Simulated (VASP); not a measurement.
CdSe, 2 atoms in the cell. It takes space group I-4m2 (No. 119, tetragonal). The conventional cell has a = 4.342 Å, b = 4.342 Å, c = 6.263 Å, α = 90.00°, β = 90.00°, γ = 90.00°. Cd (site symmetry -4m2) has 4 Se at 2.68 Å within 3.5 Å. Se (site symmetry -4m2) has 4 Cd at 2.68 Å within 3.5 Å.  This cell differs from its parent crystal: zz strain of +2 %.

```yaml
Program: VASP 6.6.1
Task: electric field gradients
Functional: PBE
Potentials_or_basis: VASP PAW PBE potentials, release 64 (Cd, Se)
Cutoff: 520 eV
k_mesh: 8 × 8 × 8
Occupations: fermi-dirac, width 0.03 eV
Spin: no spin polarisation
Dipole_correction: no
Further_INCAR_settings: ALGO = Normal; EDIFF = 1e-08; NBANDS = 16
```

Potentials or basis: VASP PAW PBE potentials, release 64 (Cd, Se).

Command:

```console
$ cat potpaw_PBE.64/Cd/POTCAR potpaw_PBE.64/Se/POTCAR > POTCAR
$ mpirun -np 1 vasp_std > vasp.out
```

Hardware: 1 thread of Intel(R) Xeon(R) 6975P-C (Granite Rapids), on a shared host.

How long does it take, and how much memory?

Run time: 68 s on 1 thread of Intel(R) Xeon(R) 6975P-C (Granite Rapids) (shared host), peak memory 0.22 GiB. Counts: scf iterations 16, k points 59.
